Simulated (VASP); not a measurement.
A run of VASP 6.6.1 is set up as follows.

Contents of INCAR:

```
SYSTEM = CdS
  PREC = Accurate
  ENCUT = 520
  EDIFF = 1E-6
  ISMEAR = 0
  SIGMA = 0.05
  LREAL = .FALSE.
  LASPH = .TRUE.
  NELM = 100
  ALGO = Normal
  ISIF = 2
  LWAVE = .FALSE.
  LCHARG = .TRUE.
  GGA = PE
  LELF = .TRUE.
  LVHAR = .TRUE.
  NBANDS = 16
```

File KPOINTS:

```
regular mesh
0
G
  8 8 8
  0 0 0
```

POSCAR

```
CdS
1.0
    0.0000000000      3.1428000000      2.9100000000
    3.1428000000      0.0000000000      2.9100000000
    3.1428000000      3.1428000000      0.0000000000
Cd S
1 1
Direct
    0.0000000000      0.0000000000      0.0000000000
    0.7500000000      0.7500000000      0.7500000000
```

Potentials or basis: VASP PAW PBE potentials, release 64 (Cd, S).

Command:

```bash
$ cat potpaw_PBE.64/Cd/POTCAR potpaw_PBE.64/S/POTCAR > POTCAR
$ mpirun -np 1 vasp_std > vasp.out
```

(1) Predict the pressure.

(2) What does it give for the band gap on the k mesh?

Results:

(1) -4.1 GPa.

(2) 0.68 eV, direct.

Caveat: the cell differs from its parent crystal (strain +0.080 along x and y, +0.000 along z).
